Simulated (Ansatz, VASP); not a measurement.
**One calculation of Si3Ge2, two programs**

File INCAR:

```
SYSTEM = Si3Ge2
PREC     = Accurate       ! precision mode
ENCUT    = 600            ! plane-wave cutoff, eV
EDIFF    = 1E-7           ! SCF threshold, eV
ISMEAR   = 0              ! smearing method
SIGMA    = 0.1            ! smearing width, eV
LREAL    = .FALSE.        ! projectors in reciprocal space
LASPH    = .TRUE.         ! aspherical terms in the spheres
NELM     = 80             ! most SCF steps
ALGO     = Normal         ! electronic algorithm
ISIF     = 3              ! what is computed and relaxed
LWAVE    = .FALSE.        ! write WAVECAR
LCHARG   = .FALSE.        ! write CHGCAR
GGA      = PE             ! functional
IBRION   = 2              ! ionic algorithm
NSW      = 90             ! ionic steps
EDIFFG   = -0.04          ! ionic threshold
```

KPOINTS

```
Automatic mesh
0
G
  4 4 4
  0 0 0
```

The input POSCAR:

```
Si3Ge2
1.0
    4.6963002300      0.0000000000      0.0000000000
    0.0000000000      4.6963002300      0.0000000000
    0.0000000000      0.0000000000      4.2511778400
Si Ge
3 2
Direct
    0.5000000000      0.5000000000      0.0000000000
    0.0000000000      0.5000000000      0.5000000000
    0.5000000000      0.0000000000      0.5000000000
    0.0000000000      0.0000000000      0.0000000000
    0.0000000000      0.0000000000      0.5000000000
```

Input for Ansatz:

```yaml
crystal:
  lattice:
    - [4.69630023, 0.0, 0.0]
    - [0.0, 4.69630023, 0.0]
    - [0.0, 0.0, 4.25117784]
  atoms:
    - { symbol: Si, position: [0.5, 0.5, 0.0] }
    - { symbol: Si, position: [0.0, 0.5, 0.5] }
    - { symbol: Si, position: [0.5, 0.0, 0.5] }
    - { symbol: Ge, position: [0.0, 0.0, 0.0] }
    - { symbol: Ge, position: [0.0, 0.0, 0.5] }
basis:
  ecutwfc: 420
kpoints:
  mp_grid: { grid: [4, 4, 4] }
hamiltonian:
  xc: pbe
scf:
  occupations: { method: gaussian, width: 0.1 }
  lower_state_search: "off"
output:
  forces: true
  stress: true
  eigenvalues: true
relax:
  adjacent_minimum: "off"
  f_tol: 0.04
  max_steps: 70
  cell: { stress_tol: 0.4 }
```

Alike in both runs: task relaxation of cell and atoms; functional PBE; k mesh 4 × 4 × 4; occupations gaussian, width 0.1 eV; no spin polarisation.

|  | VASP | Ansatz |
| --- | --- | --- |
| version | VASP 6.6.1 | Ansatz 0.2.0 |
| potentials or method | VASP PAW PBE potentials, release 64 (Si, Ge_d), cutoff 600 eV | scalar-relativistic, plane waves, PAW |
| valence electrons in the cell | 40 | 40 |

|  | VASP | Ansatz | Ansatz less VASP |
| --- | --- | --- | --- |
| gap on the k mesh at the Fermi level, each at its own relaxed structure (eV) | none | none | - |
| relaxed volume (Å³/atom) | 22.38 | 22.31 | -0.068 |
| relaxed cell length with the largest relative difference (Å) | 4.876 | 4.869 | -0.0070 |

A gap of «none» marks a metal or a gap that the smearing closes.

The k mesh is coarse, so the values compare programs but aren't converged. Noted on VASP's run: the volume moved by over 15 % at a fixed basis, so the end points are rough.
